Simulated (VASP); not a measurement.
Here is a VASP 6.6.1 calculation.

Contents of INCAR:

```
PREC = Accurate
ENCUT = 520
EDIFF = 1E-6
ISMEAR = 0
SIGMA = 0.05
LREAL = Auto
LASPH = True
NELM = 80
ALGO = Normal
ISIF = 2
LWAVE = False
LCHARG = False
NBANDS = 163
NELECT = 250.0
```

The input KPOINTS:

```
regular mesh
0
Gamma
  1 1 1
```

The input POSCAR:

```
Si
1.0
   10.8600000000      0.0000000000      0.0000000000
    0.0000000000     10.8600000000      0.0000000000
    0.0000000000      0.0000000000     10.8600000000
Si
63
Direct
    0.5022759669      0.0005451197     -0.0000419890
    0.6239693370      0.1277336096      0.1260782689
    0.7501852670      0.2498848987     -0.0001722836
    0.8723232965      0.3761008287      0.1260892265
    0.7500799263      0.0005202578      0.2477560773
    0.8769077348      0.1231603131      0.3747070902
    0.0014743094     -0.0014174033     -0.0030782689
    0.1231733886      0.1246923573      0.1241143646
    0.2501240331      0.2515050645      0.0014539595
    0.3729904236      0.3829061694      0.1328966851
    0.4986201657      0.5014422652      0.0029492634
    0.6171283610      0.6270752302      0.1329213628
    0.7485427256      0.7499425414      0.0014744015
    0.8753681400      0.8768893186      0.1241235727
    0.2508818600     -0.0003376611      0.2491352670
    0.3751816759      0.1251767035      0.3748420810
    0.4986588398      0.2529512891      0.2513837017
    0.6171923573      0.3828661142      0.3770412523
    0.7471021179      0.5014122468      0.2513929098
    0.8748923573      0.6248849908      0.3748406077
    0.5008852670     -0.0003166667      0.4991703499
    0.6259277164      0.1246898711      0.6268773481
    0.7486140884      0.2514536832      0.4999118785
    0.8753744015      0.3741415285      0.6268825046
    0.7531275322     -0.0014491713      0.7485383978
    0.8752508287      0.1248187845      0.8747618785
   -0.0004857274      0.4977805709     -0.0000419890
    0.1245543278      0.6254866483      0.1249690608
    0.2502570902      0.7498089319     -0.0005297422
    0.3745684162      0.8755123389      0.1249768877
   -0.0004540516      0.2499814917      0.2477491713
    0.1245362799      0.3750338858      0.3754620626
    0.2477001842      0.5126752302      0.2626336096
    0.3128033149      0.6871398711      0.4375762431
    0.4873427256      0.7523702578      0.2626816759
    0.6250305709      0.8755256906      0.3754672192
    0.0083387661     -0.0082821363      0.4975735727
    0.1268197053      0.1217051565      0.6232159300
    0.2502565378      0.2495272560      0.4997619705
    0.3745786372      0.3750142726      0.6254785451
    0.4874350829      0.5126309392      0.5022999079
    0.6250578269      0.6254820442      0.6254735727
    0.7505435543      0.7498112339      0.4997637201
    0.8783523941      0.8732498158      0.6232272560
    0.2524517495     -0.0082199816      0.7417678637
    0.3753186004      0.1232164825      0.8731650092
    0.5022998158      0.2499914365      0.7504940147
    0.6239238490      0.3761359116      0.8777226519
    0.7500704420      0.4977642726      0.7505007366
    0.8768342541      0.6247418969      0.8731825967
    0.0004093002      0.7491801105      0.2491305709
    0.1381297422      0.8619357274      0.3722786372
    0.0003813076      0.4991797422      0.4991710866
    0.1380118785      0.6223464088      0.6120127072
    0.3777281768      0.8620467772      0.6120057090
    0.0015184162      0.2469310313      0.7485253223
    0.1231484346      0.3741630755      0.8746616022
    0.2508689687      0.4991670350      0.7496256906
    0.3751800184      0.6248881215      0.8751203499
    0.5009024862      0.7491922652      0.7496187845
    0.6258970534      0.8769085635      0.8746660221
    0.0082655617      0.7476105893      0.7417793738
    0.1267822284      0.8732765193      0.8717040516
```

Potentials or basis: VASP PAW LDA potentials, release 64 (Si).

Launch:

```console
$ cat potpaw_LDA.64/Si/POTCAR > POTCAR
$ mpirun -np 1 vasp_gam > vasp.out
```

Question: Estimate the largest force.

Answer: 0.011 eV/Å.

Forces on the atoms (eV/Å):
```
Si  -0.003  0.000  0.001
Si  -0.002  0.000  0.002
Si   0.005 -0.004 -0.004
Si   0.000  0.002  0.001
Si  -0.001  0.001  0.002
Si   0.001 -0.002  0.002
Si   0.003 -0.003 -0.003
Si  -0.001 -0.001  0.001
Si   0.001 -0.001  0.000
Si   0.001  0.000 -0.001
Si   0.000  0.000  0.001
Si   0.000  0.001 -0.001
Si   0.001 -0.002  0.000
Si   0.001  0.002  0.000
Si  -0.001  0.001  0.001
Si  -0.001 -0.002  0.001
Si   0.000  0.002  0.000
Si   0.001  0.000 -0.002
Si  -0.001  0.000  0.000
Si   0.001  0.001  0.001
Si   0.000  0.002  0.001
Si   0.000 -0.002  0.001
Si   0.000  0.000 -0.001
Si   0.002  0.000 -0.001
Si   0.003 -0.002 -0.003
Si  -0.003  0.003  0.004
Si  -0.001  0.003  0.002
Si   0.002 -0.002 -0.002
Si   0.000 -0.001 -0.002
Si   0.002 -0.002 -0.001
Si  -0.001  0.001  0.003
Si   0.001 -0.002 -0.002
Si   0.005  0.002  0.003
Si   0.000  0.005 -0.009
Si   0.000 -0.007  0.001
Si   0.001 -0.002 -0.001
Si  -0.002  0.002 -0.005
Si  -0.001  0.004  0.002
Si   0.001 -0.002 -0.001
Si   0.003 -0.003 -0.001
Si  -0.005  0.005  0.000
Si   0.003 -0.003 -0.001
Si   0.002 -0.001  0.000
Si  -0.004  0.001  0.002
Si   0.002  0.002  0.002
Si   0.000 -0.002 -0.001
Si  -0.004  0.002  0.002
Si   0.000  0.001  0.000
Si  -0.002  0.004  0.002
Si   0.002  0.001 -0.002
Si  -0.001  0.001  0.001
Si  -0.002  0.002  0.008
Si  -0.003  0.000  0.001
Si   0.004  0.000 -0.003
Si  -0.003 -0.004 -0.003
Si   0.002 -0.003 -0.002
Si   0.000 -0.001 -0.001
Si  -0.001  0.000  0.003
Si  -0.001  0.001 -0.002
Si   0.000  0.001  0.003
Si   0.001  0.000 -0.001
Si  -0.002 -0.001  0.002
Si  -0.001  0.002  0.003
```

Caveat: the k points lie up to 0.58 Å⁻¹ apart; the cell carries a net charge on a neutralising background, which shifts energy and pressure.
